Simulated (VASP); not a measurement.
Wanted: the native input for a VASP 6.6.1 run.

| Property | Result |
| --- | --- |
| Task | single point |
| Functional | PBE |
| Potentials or basis | VASP PAW PBE potentials, release 64 (Mg, Cd, Te, S) |
| Cutoff | 520 eV |
| k mesh | 4 × 4 × 4 |
| Occupations | gaussian, width 0.1 eV |
| Spin | no spin polarisation |
| Dipole correction | no |
| Further INCAR settings | ALGO = Normal; EDIFF = 1e-06; NBANDS = 21 |

The structure of MgCdTeS lies in POSCAR:

```
MgCdTeS
1.0
    4.1913991500      0.0000000000      0.0000000000
    0.0000000000      4.1913991500      0.0000000000
    0.0000000000      0.0000000000      5.9138296900
Mg Cd Te S
1 1 1 1
Direct
    0.5000000000      0.5000000000      0.0000000000
    0.5000000000      0.5000000000      0.5000000000
    0.0000000000      0.0000000000      0.0000000000
    0.0000000000      0.0000000000      0.5000000000
```

One way to write it, as run:

INCAR

```
SYSTEM = MgCdTeS
PREC     = Accurate       ! precision mode
ENCUT    = 520            ! plane-wave cutoff, eV
EDIFF    = 1E-6           ! SCF threshold, eV
ISMEAR   = 0              ! smearing method
SIGMA    = 0.1            ! smearing width, eV
LREAL    = .False.        ! projectors in reciprocal space
LASPH    = .True.         ! aspherical terms in the spheres
NELM     = 100            ! most SCF steps
ALGO     = Normal         ! electronic algorithm
ISIF     = 2              ! what is computed and relaxed
LWAVE    = .False.        ! write WAVECAR
LCHARG   = .False.        ! write CHGCAR
GGA      = PE             ! functional
NBANDS   = 21             ! bands
```

KPOINTS

```
Automatic mesh
0
Gamma
  4 4 4
  0 0 0
```

Potentials or basis: VASP PAW PBE potentials, release 64 (Mg, Cd, Te, S).

Launch:

```bash
$ cat potpaw_PBE.64/Mg/POTCAR potpaw_PBE.64/Cd/POTCAR potpaw_PBE.64/Te/POTCAR potpaw_PBE.64/S/POTCAR > POTCAR
$ mpirun -np 1 vasp_std > vasp.out
```

Results of the run:

| Quantity | Value |
| --- | --- |
| Pressure | -1.2 GPa |
| Band gap on the k mesh | zero (band 13 reaches 4.60 eV, above the bottom of band 14 at 2.31 eV) |

Caveat: the k points lie up to 0.37 Å⁻¹ apart; spin-orbit coupling is left out, which moves the levels of the heavy elements.

It took 50 s on 1 thread of Intel Xeon 8259CL (shared host), peak memory 0.24 GiB.
